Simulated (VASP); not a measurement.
Here is a VASP 6.6.1 calculation.

INCAR

```
ALGO = Normal ; EDIFF = 1E-6
ENCUT = 520 ; GGA = PE
ISIF = 2 ; ISMEAR = 0
IVDW = 12 ; LASPH = True
LCHARG = False ; LREAL = False
LWAVE = False ; NBANDS = 28
NELM = 60 ; PREC = Accurate
SIGMA = 0.01
```

Contents of KPOINTS:

```
k-points
0
Gamma
  5 5 5
```

Contents of POSCAR:

```
BaTiO3
1.0
    3.9730474252      0.0000000000      0.0000000000
    0.0000000000      3.9730474252      0.0000000000
    0.0000000000      0.0000000000      4.0949448263
Ba Ti O
1 1 3
Direct
    0.0000000000      0.0000000000     -0.0040335377
    0.5000000000      0.5000000000      0.4790872813
    0.5000000000      0.5000000000      0.0315564506
    0.5000000000      0.0000000000      0.5181949029
    0.0000000000      0.5000000000      0.5181949029
```

Potentials or basis: VASP PAW PBE potentials, release 64 (Ba_sv, Ti_sv, O).

The run is started by

```sh
$ cat potpaw_PBE.64/Ba_sv/POTCAR potpaw_PBE.64/Ti_sv/POTCAR potpaw_PBE.64/O/POTCAR > POTCAR
$ mpirun -np 1 vasp_std > vasp.out
```

Task: What does it give for the largest force?

Result: 0.067 eV/Å.

Task: Estimate the dispersion energy per atom.

Result: -0.263 eV.

Task: What does it give for the band gap on the k mesh?

Result: 2.00 eV, indirect (least direct gap 2.27 eV).

Forces in eV/Å, atoms in the order of the input:
```
Ba   0.000  0.000  0.038
Ti   0.000  0.000  0.063
O    0.000  0.000 -0.067
O    0.000  0.000 -0.017
O    0.000  0.000 -0.017
```

Caveat: spin-orbit coupling is left out, which moves the levels of the heavy elements. A k mesh can miss the band edges.
